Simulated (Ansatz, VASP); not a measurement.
## Two plane-wave programs on CuI

The input INCAR:

```
  PREC = Accurate
  ENCUT = 520
  EDIFF = 1E-8
  ISMEAR = -1
  SIGMA = 0.02
  LREAL = False
  LASPH = True
  NELM = 60
  ALGO = Normal
  ISIF = 2
  LWAVE = False
  LCHARG = False
  GGA = PE
  LEFG = True
  NBANDS = 26
```

The input KPOINTS:

```
Automatic mesh
0
Gamma
  5 5 6
```

The input POSCAR:

```
CuI
1.0
    3.7331675900     -3.7110863700      0.0000000000
    3.7331675900      3.7110863700      0.0000000000
    0.0000000000      0.0000000000      4.2208577166
Cu I
2 2
Direct
    0.4204388300      0.5795611700      0.7500000000
    0.5795611700      0.4204388300      0.2500000000
    0.7700426800      0.2299573200      0.7500000000
    0.2299573200      0.7700426800      0.2500000000
```

Input for Ansatz:

```yaml
crystal:
  lattice:
    - [3.73316759, -3.71108637, 0.0]
    - [3.73316759, 3.71108637, 0.0]
    - [0.0, 0.0, 4.2208577166]
  atoms:
    - { symbol: Cu, position: [0.42043883, 0.57956117, 0.75] }
    - { symbol: Cu, position: [0.57956117, 0.42043883, 0.25] }
    - { symbol: I, position: [0.77004268, 0.22995732, 0.75] }
    - { symbol: I, position: [0.22995732, 0.77004268, 0.25] }
kpoints:
  mp_grid: { grid: [5, 5, 6] }
scf:
  occupations: { method: fermi_dirac, width: 0.02 }
hamiltonian:
  xc: pbe
  pseudopotentials: { kind: paw }
output:
  forces: true
  stress: true
  eigenvalues: true
  efg: { contact_densities: true }
```

Change from the starting cell: zz strain of -2 %, PAW files.

Alike in both runs: task electric field gradients; functional PBE; k mesh 5 × 5 × 6; occupations fermi-dirac, width 0.02 eV; no spin polarisation.

```csv
,VASP,Ansatz
version,VASP 6.6.1,Ansatz 0.2.0
potentials or method,"VASP PAW PBE potentials, release 64 (Cu, I)","PAW with Ansatz's default frozen-core files, scalar-relativistic"
plane-wave cutoff (eV),520,420
valence electrons in the cell,36,72
```

Ansatz gave:

```
gap on the k mesh at the Fermi level (eV)                     : 1.00
pressure (GPa)                                                : 2.7
traceless stress, the component that is largest in VASP (GPa) : -1.61
rms of the force components (eV/Å)                            : 0.141
size of Vzz on the site where it differs most (V/Å²)          : 410.3
```

Problem. Estimate VASP's values.

Solution. gap on the k mesh at the Fermi level (eV): 1.01; pressure (GPa): 2.8; traceless stress, the component that is largest in VASP (GPa): -1.68; rms of the force components (eV/Å): 0.146; size of Vzz on the site where it differs most (V/Å²): 395.9.

Atom by atom the forces differ by 0.006 eV/Å (rms over components). VASP's potentials hold 36 valence electrons a cell and Ansatz's 72, so a difference there can come from the potentials and not from the codes.

Spin-orbit coupling is off throughout.
